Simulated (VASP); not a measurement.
# GaAs (F-43m) in VASP: notebook, part 2 of 2

VASP 6.6.1. The steps go on from the part before.

## (3) Relaxation of cell and atoms, r2SCAN

Input file POSCAR:

```
GaAs
1.0
    0.0000000000      2.8332000000      2.8332000000
    2.8332000000      0.0000000000      2.8332000000
    2.8332000000      2.8332000000      0.0000000000
Ga As
1 1
Direct
    0.0000000000      0.0000000000      0.0000000000
    0.2500000000      0.2500000000      0.2500000000
```

Input file INCAR.step1:

```
SYSTEM = GaAs
ALGO = Normal
EDIFF = 1E-4
ENCUT = 600
GGA = PE
ISMEAR = 0
LASPH = .TRUE.
LCHARG = .FALSE.
LREAL = .FALSE.
LWAVE = .TRUE.
NELM = 60
PREC = Accurate
SIGMA = 0.05
```

Input file INCAR.step2:

```
SYSTEM = GaAs
ALGO = Normal
EDIFF = 1E-6
EDIFFG = -0.003
ENCUT = 600
IBRION = 2
ISIF = 3
ISMEAR = 0
ISTART = 1
LASPH = .TRUE.
LCHARG = .FALSE.
LMIXTAU = .TRUE.
LREAL = .FALSE.
LWAVE = .FALSE.
METAGGA = R2SCAN
NELM = 60
NSW = 80
PREC = Accurate
SIGMA = 0.05
```

Input file KPOINTS:

```
k-points
0
G
  8 8 8
  0 0 0
```

Potentials or basis: VASP PAW PBE potentials, release 64 (Ga_d, As).

Started as:

```sh
$ cat potpaw_PBE.64/Ga_d/POTCAR potpaw_PBE.64/As/POTCAR > POTCAR
$ cp INCAR.step1 INCAR
$ mpirun -np 1 vasp_std > vasp.out
$ cp INCAR.step2 INCAR
$ mpirun -np 1 vasp_std > vasp.out
```

OUTCAR:

```text
SYSTEM = GaAs
   EDIFF = 1E-6
   EDIFFG = -0.003
   ENCUT = 600
   IBRION = 2
   ISIF = 3
   ISMEAR = 0
   ISTART = 1
   LASPH = .TRUE.
   LREAL = .FALSE.
   METAGGA = R2SCAN
   NELM = 60
   NSW = 80
   PREC = Accurate

 ion  position               nearest neighbor table
   1  0.000  0.000  0.000-   2 2.45   2 2.45   2 2.45   2 2.45
   2  0.250  0.250  0.250-   1 2.45   1 2.45   1 2.45   1 2.45

  LATTYP: Found a face centered cubic cell.
 ALAT       =     5.6664000000

  Lattice vectors:

 A1 = (   0.0000000000,   2.8332000000,   2.8332000000)
 A2 = (   2.8332000000,   0.0000000000,   2.8332000000)
 A3 = (   2.8332000000,   2.8332000000,   0.0000000000)

Analysis of symmetry for initial positions (statically):
=====================================================================
 Subroutine PRICEL returns:
 Original cell was already a primitive cell.

 Routine SETGRP: Setting up the symmetry group for a
 face centered cubic supercell.

 Subroutine GETGRP returns: Found 24 space group operations
 (whereof 24 operations were pure point group operations)
 out of a pool of 48 trial point group operations.

The static configuration has the point symmetry T_d .

Analysis of symmetry for dynamics (positions and initial velocities):
=====================================================================
 Subroutine PRICEL returns:
 Original cell was already a primitive cell.

 Routine SETGRP: Setting up the symmetry group for a
 face centered cubic supercell.

 Subroutine GETGRP returns: Found 24 space group operations
 (whereof 24 operations were pure point group operations)
 out of a pool of 48 trial point group operations.

The dynamic configuration has the point symmetry T_d .

 Subroutine INISYM returns: Found 24 space group operations
 (whereof 24 operations are pure point group operations),
 and found     1 'primitive' translations

----------------------------------------------------------------------------------------

                                     Primitive cell

  volume of cell :      45.4843

  direct lattice vectors                    reciprocal lattice vectors
     0.000000000  2.833200000  2.833200000    -0.176478893  0.176478893  0.176478893
     2.833200000  0.000000000  2.833200000     0.176478893 -0.176478893  0.176478893
     2.833200000  2.833200000  0.000000000     0.176478893  0.176478893 -0.176478893

  length of vectors
     4.006749865  4.006749865  4.006749865     0.305670409  0.305670409  0.305670409

  position of ions in fractional coordinates (direct lattice)
     0.000000000  0.000000000  0.000000000
     0.250000000  0.250000000  0.250000000

  ion indices of the primitive-cell ions
   primitive index   ion index
                 1           1
                 2           2

----------------------------------------------------------------------------------------

 KPOINTS: k-points

Automatic generation of k-mesh.
 Grid dimensions read from file:
 generate k-points for:    8    8    8

 Generating k-lattice:

  Cartesian coordinates                     Fractional coordinates (reciprocal lattice)
[... 44 lines left out ...]
   total plane-waves  NPLWV =  32768
   dimension x,y,z NGX =    32 NGY =   32 NGZ =   32
   dimension x,y,z NGXF=    64 NGYF=   64 NGZF=   64
   ions per type =               1   1
   NGX,Y,Z   is equivalent  to a cutoff of  13.28, 13.28, 13.28 a.u.
   NGXF,Y,Z  is equivalent  to a cutoff of  26.55, 26.55, 26.55 a.u.
 SYSTEM =  GaAs
   PREC   = accura    normal or accurate (medium, high low for compatibility)
   ISTART =      1    job   : 0-new  1-cont  2-samecut
   ICHARG =      0    charge: 1-file 2-atom 10-const
   ISPIN  =      1    spin polarized calculation?
   LNONCOLLINEAR =      F non collinear calculations
   LSORBIT =      F    spin-orbit coupling
   LASPH  =      T    aspherical Exc in radial PAW
   ENCUT  =  600.0 eV  44.10 Ry    6.64 a.u.   8.00  8.00  8.00*2*pi/ulx,y,z
   NELM   =     60;   NELMIN=  2; NELMDL=  0     # of ELM steps
   EDIFF  = 0.1E-05   stopping-criterion for ELM
   LREAL  =      F    real-space projection
   EDIFFG = -.3E-02   stopping-criterion for IOM
   NSW    =     80    number of steps for IOM
   IBRION =      2    ionic relax: 0-MD 1-quasi-New 2-CG
   NFREE  =      1    steps in history (QN), initial steepest desc. (CG)
   ISIF   =      3    stress and relaxation
   ISYM   =      2    0-nonsym 1-usesym 2-fastsym
   POTIM  = 0.5000    time-step for ionic-motion
   TEBEG  =    0.0;   TEEND  =   0.0 temperature during run
   PSTRESS=    0.0 pullay stress
   NELECT =      18.0000    total number of electrons
   NUPDOWN=      -1.0000    fix difference up-down
   EMIN   =  10.00;   EMAX   =-10.00  energy-range for DOS
   EFERMI =   0.00;   METHOD = LEGACY
   ISMEAR =     0;   SIGMA  =   0.05  broadening in eV -4-tet -1-fermi 0-gaus
   EFERMI_NEDOS =   21; number of points for ismear=-14 and -15
   IALGO  =     38    algorithm
   IMIX   =      4    mixing-type and parameters
     AMIX     =   0.40;   BMIX     =  1.00
     AMIX_MAG =   1.60;   BMIX_MAG =  1.00
  volume/ion in A,a.u.               =      22.74       153.47
  Fermi-wavevector in a.u.,A,eV,Ry     =   1.201928  2.271314 19.655395  1.444631
  Thomas-Fermi vector in A             =   2.337723
   LORBIT       =      0    0 simple, 1 ext, 2 COOP (PROOUT), +10 PAW based schemes
   METAGGA = R2SCAN    functional components
   LHFCALC =     F    Hartree Fock is set to
   AEXX    =    0.0000 exact exchange contribution
   IVDW    =     0    specifies the selected vdW correction
   LEPSILON=     F    determine dielectric tensor
   LRPA    =     F    only Hartree local field effects (RPA)
 conjugate gradient relaxation of ions
 non-spin polarized calculation
 Gauss-broadening in eV      SIGMA  =   0.05
  energy-cutoff  :      600.00
  volume of cell :       45.48
 maximum number of plane-waves:      1540
   NGX = 17   NGY = 17   NGZ = 17

--------------------------------------- Ionic step        1  -------------------------------------------

 number of electron      18.0000010 magnetization

 Free energy of the ion-electron system (eV)
  ---------------------------------------------------
  ext. energy  EPLUGINS =         0.00000000
  ---------------------------------------------------
  free energy    TOTEN  =       -27.05408446 eV

  energy without entropy =      -27.05408446  energy(sigma->0) =      -27.05408446

------------------------ aborting loop because EDIFF is reached ----------------------------------------

  FORCE on cell =-STRESS in cart. coord.  units (eV):
  Direction    XX          YY          ZZ          XY          YZ          ZX
  --------------------------------------------------------------------------------------
  -------------------------------------------------------------------------------------
  Total        0.0292603      0.0292603      0.0292603     -0.0000000      0.0000000     -0.0000000
  in kB        1.0306902      1.0306902      1.0306902     -0.0000000      0.0000000     -0.0000000
  external PRESSURE =       1.0306902 kB  Pullay stress =       0.0000000 kB
[... 95 lines left out ...]
--------------------------------------- Ionic step        4  -------------------------------------------

 number of electron      18.0000010 magnetization

 Free energy of the ion-electron system (eV)
  ---------------------------------------------------
  ext. energy  EPLUGINS =         0.00000000
  ---------------------------------------------------
  free energy    TOTEN  =       -27.05408647 eV

  energy without entropy =      -27.05408647  energy(sigma->0) =      -27.05408647

 E-fermi :   3.8300     XC(G=0): -10.2174

 val. band max:        3.6053085501   @ k =   0.0000   0.0000   0.0000
 cond. band min:       4.5372657532   @ k =   0.0000   0.0000   0.0000
 fundamental gap:      0.9319572031
 Fermi energy:         3.8299918462

 k-point     1 :       0.0000    0.0000    0.0000
  band No.  band energies     occupation
      1     -11.6193      2.00000
      2     -11.6193      2.00000
      3     -11.6193      2.00000
      4     -11.5316      2.00000
      5     -11.5316      2.00000
      6      -9.5470      2.00000
      7       3.6053      2.00000
      8       3.6053      2.00000
      9       3.6053      2.00000
     10       4.5373      0.00000
     11       7.6432      0.00000
     12       7.6433      0.00000
     13       7.6433      0.00000
[... 354 lines left out ...]
  band No.  band energies     occupation
      1     -11.7141      2.00000
      2     -11.5924      2.00000
      3     -11.5852      2.00000
      4     -11.5361      2.00000
      5     -11.5280      2.00000
      6      -7.3665      2.00000
      7      -3.0077      2.00000
      8       0.3368      2.00000
      9       1.6279      2.00000
     10       6.9663      0.00000
     11       8.1364      0.00000
     12      10.3623      0.00000
     13      11.7906      0.00000

 [... further k-points ...]
[... 5 lines left out ...]
  --------------------------------------------------------------------------------------
  -------------------------------------------------------------------------------------
  Total        0.0047010      0.0047010      0.0047010      0.0000000      0.0000000     -0.0000000
  in kB        0.1653958      0.1653958      0.1653958      0.0000000      0.0000000     -0.0000000
  external PRESSURE =       0.1653958 kB  Pullay stress =       0.0000000 kB
[... 17 lines left out ...]
  FREE ENERGIE OF THE ION-ELECTRON SYSTEM (eV)
  ---------------------------------------------------
  free  energy   TOTEN  =       -27.0540864743 eV

  energy  without entropy=      -27.0540864743  energy(sigma->0) =      -27.05408647

 reached required accuracy - stopping structural energy minimisation
```

OSZICAR.step1:

```text
N       E                     dE             d eps       ncg     rms          rms(c)
DAV:   1     0.851645090983E+02    0.85165E+02   -0.97639E+03   767   0.201E+03
DAV:   2    -0.170688490138E+01   -0.86871E+02   -0.84336E+02   814   0.357E+02
DAV:   3    -0.829894292906E+01   -0.65921E+01   -0.65419E+01   954   0.795E+01
DAV:   4    -0.841025604008E+01   -0.11131E+00   -0.11126E+00   850   0.114E+01
DAV:   5    -0.841220095773E+01   -0.19449E-02   -0.19448E-02   927   0.135E+00    0.288E+00
DAV:   6    -0.827119803555E+01    0.14100E+00   -0.25721E-01  1161   0.973E+00    0.174E+00
DAV:   7    -0.825175658954E+01    0.19441E-01   -0.74238E-02  1015   0.219E+00    0.560E-01
DAV:   8    -0.825255583970E+01   -0.79925E-03   -0.10467E-02   874   0.144E+00    0.104E-01
DAV:   9    -0.825295699471E+01   -0.40116E-03   -0.10899E-03   915   0.467E-01    0.540E-02
DAV:  10    -0.825301703910E+01   -0.60044E-04   -0.65080E-05   602   0.101E-01
   1 F= -.82530170E+01 E0= -.82530170E+01  d E =-.506383E-11
```

It took 2 min on 1 thread of Intel Xeon 6975P-C, shared host; peak memory 0.21 GiB.

Results:

| Item | Value |
| --- | --- |
| Free energy | -27.0541 eV |
| Relaxed volume | 22.77 Å³/atom |
| Relaxed cell | a = 4.008 Å, b = 4.008 Å, c = 4.008 Å, α = 60.00°, β = 60.00°, γ = 60.00° |
| Space group after relaxing (to 0.05 Å) | F-43m (No. 216) |
| Energy gained by relaxing | 0.0 meV/atom |
| Ionic steps | 4 |
| Pressure after relaxing | 0.0 GPa |
| Band gap on the k mesh | 0.93 eV, direct |

Final structure:
```xyz
2
Lattice="0.0000 2.8343 2.8343 2.8343 0.0000 2.8343 2.8343 2.8343 0.0000" Properties=species:S:1:pos:R:3 pbc="T T T"
Ga    2.8343    2.8343    5.6686
As    1.4172    1.4172    1.4172
```

Caveat: the PAW data sets were made with another functional, which shifts forces and pressure a little. r2SCAN opens gaps a little over a GGA but as a rule still falls short of measured ones.
